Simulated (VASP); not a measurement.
Set up this calculation in VASP 6.6.1, as the native input.

* Task: single point
* Functional: PBEsol
* Potentials or basis: VASP PAW PBE potentials, release 64 (Hf_pv)
* Cutoff: 520 eV
* k mesh: 14 × 14 × 14
* Occupations: fermi-dirac, width 0.05 eV
* Spin: no spin polarisation
* Dipole correction: no
* Further INCAR settings: ALGO = Normal; EDIFF = 1e-07; NBANDS = 11

The structure of Hf lies in POSCAR:

```
Hf
1.0
   -1.8230500000      1.8050000000      1.8050000000
    1.8050000000     -1.8230500000      1.8050000000
    1.8050000000      1.8050000000     -1.8230500000
Hf
1
Direct
    0.0000000000      0.0000000000      0.0000000000
```

This cell differs from its parent crystal: equal xy, yz and zx shear strains of -1 %.

One way to write it, as run:

INCAR

```
ALGO = Normal
EDIFF = 1E-7
ENCUT = 520
GGA = PS
ISIF = 2
ISMEAR = -1
LASPH = T
LCHARG = F
LREAL = F
LWAVE = F
NBANDS = 11
NELM = 100
PREC = Accurate
SIGMA = 0.05
```

KPOINTS

```
k-points
0
Gamma
  14 14 14
```

Potentials or basis: VASP PAW PBE potentials, release 64 (Hf_pv).

Run with:

```bash
$ cat potpaw_PBE.64/Hf_pv/POTCAR > POTCAR
$ mpirun -np 1 vasp_std > vasp.out
```

Results of the run:

The pressure is -9.3 GPa and the band gap on the k mesh is zero (band 5 reaches 5.47 eV, above the bottom of band 6 at 3.35 eV).

Caveat: the cell differs from its parent crystal (equal xy, yz and zx shear strains of -1 %); the PAW data sets were made with another functional, which shifts forces and pressure a little; spin-orbit coupling is left out, which moves the levels of the heavy elements.

It took 17 s on 1 thread of Intel(R) Xeon(R) 6975P-C (Granite Rapids), on a shared host, peak memory 0.19 GiB.
